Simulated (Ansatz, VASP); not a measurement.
# Two plane-wave programs on CdS

Contents of INCAR:

```
PREC = Accurate
ENCUT = 520
EDIFF = 1E-6
ISMEAR = 0
SIGMA = 0.05
LREAL = F
LASPH = T
NELM = 100
ALGO = Normal
ISIF = 2
LWAVE = F
LCHARG = F
GGA = PE
NBANDS = 46
```

KPOINTS

```
Automatic mesh
0
Gamma
  7 7 2
```

Contents of POSCAR:

```
CdS
1.0
   -2.0985806452     -3.6348483013      0.0000000000
    2.0985806452     -3.6348483013      0.0000000000
    0.3497634409     -4.2406563515     13.6554617430
Cd S
4 4
Direct
    0.2137525396      0.0627811639      0.9058282541
    0.4637525396      0.3961144973      0.4058282541
    0.2554192063      0.2294478306      0.1558282541
    0.0054192063     -0.1038855027      0.6558282541
    0.6195807937      0.6038855027      0.0941717459
    0.3695807937      0.2705521694      0.5941717459
    0.1612474604      0.1038855027      0.3441717459
   -0.0887525396     -0.2294478306      0.8441717459
```

Input for Ansatz:

```yaml
crystal:
  lattice:
    - [-2.0985806452, -3.6348483013, 0.0]
    - [2.0985806452, -3.6348483013, 0.0]
    - [0.3497634409, -4.2406563515, 13.655461743]
  atoms:
    - { symbol: Cd, position: [0.2137525396, 0.0627811639, 0.9058282541] }
    - { symbol: Cd, position: [0.4637525396, 0.3961144973, 0.4058282541] }
    - { symbol: Cd, position: [0.2554192063, 0.2294478306, 0.1558282541] }
    - { symbol: Cd, position: [0.0054192063, -0.1038855027, 0.6558282541] }
    - { symbol: S, position: [0.6195807937, 0.6038855027, 0.0941717459] }
    - { symbol: S, position: [0.3695807937, 0.2705521694, 0.5941717459] }
    - { symbol: S, position: [0.1612474604, 0.1038855027, 0.3441717459] }
    - { symbol: S, position: [-0.0887525396, -0.2294478306, 0.8441717459] }
basis:
  ecutwfc: 420
kpoints:
  mp_grid: { grid: [7, 7, 2] }
hamiltonian:
  xc: pbe
scf:
  occupations: { method: gaussian, width: 0.05 }
output:
  forces: true
  stress: true
  eigenvalues: true
```

Alike in both runs: task single point; functional PBE; k mesh 7 × 7 × 2; occupations gaussian, width 0.05 eV; no spin polarisation.

|  | VASP | Ansatz |
| --- | --- | --- |
| version | VASP 6.6.1 | Ansatz 0.2.0 |
| potentials or method | VASP PAW PBE potentials, release 64 (Cd, S), cutoff 520 eV | scalar-relativistic, plane waves, PAW |
| valence electrons in the cell | 72 | 104 |

```csv
,VASP,Ansatz,Ansatz less VASP
gap on the k mesh at the Fermi level (eV),0.59,0.58,-0.001
least direct gap on the mesh (eV),0.59,0.58,-0.001
pressure (GPa),-0.2,-0.5,-0.28
"traceless stress, the component that is largest in VASP (GPa)",0.89,0.93,+0.036
rms of the force components (eV/Å),0.157,0.154,-0.0035
```

Atom by atom the forces differ by 0.007 eV/Å (rms over components). VASP's potentials hold 72 valence electrons a cell and Ansatz's 104, so a difference there can come from the potentials and not from the codes.
